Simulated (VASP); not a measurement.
Here is a VASP 6.6.1 calculation.

The input INCAR:

```
  ALGO = Normal
  EDIFF = 1E-6
  ENCUT = 520
  GGA = CA
  ISIF = 2
  ISMEAR = 0
  LASPH = T
  LCHARG = T
  LELF = T
  LREAL = F
  LVHAR = T
  LWAVE = F
  NBANDS = 25
  NELM = 80
  PREC = Accurate
  SIGMA = 0.05
```

File KPOINTS:

```
k-points
0
Gamma
  6 6 10
```

Contents of POSCAR:

```
SiO2
1.0
    3.7812748803      0.0000000000      0.0000000000
    0.0000000000      3.7812748803      0.0000000000
    0.0000000000      0.0000000000      2.9051534905
Si O
2 4
Direct
    0.5000000000      0.5000000000      0.5000000000
    0.0000000000      0.0000000000      0.0000000000
    0.6944252994      0.6944252994      0.0000000000
    0.1944252994      0.8055747006      0.5000000000
    0.3055747006      0.3055747006      0.0000000000
    0.8055747006      0.1944252994      0.5000000000
```

Potentials or basis: VASP PAW LDA potentials, release 64 (Si, O).

Run with:

```console
$ cat potpaw_LDA.64/Si/POTCAR potpaw_LDA.64/O/POTCAR > POTCAR
$ mpirun -np 1 vasp_std > vasp.out
```

Problem. Predict the band gap on the k mesh.

Solution. 4.90 eV, direct.

Problem. Predict the pressure.

Solution. 42.3 GPa.

Problem. Estimate the largest force.

Solution. 0.553 eV/Å.

Forces in eV/Å, atoms in the order of the input:
```
Si   0.000  0.000  0.000
Si   0.000  0.000  0.000
O    0.391  0.391  0.000
O    0.391 -0.391  0.000
O   -0.391 -0.391  0.000
O   -0.391  0.391  0.000
```

 A k mesh can miss the band edges.
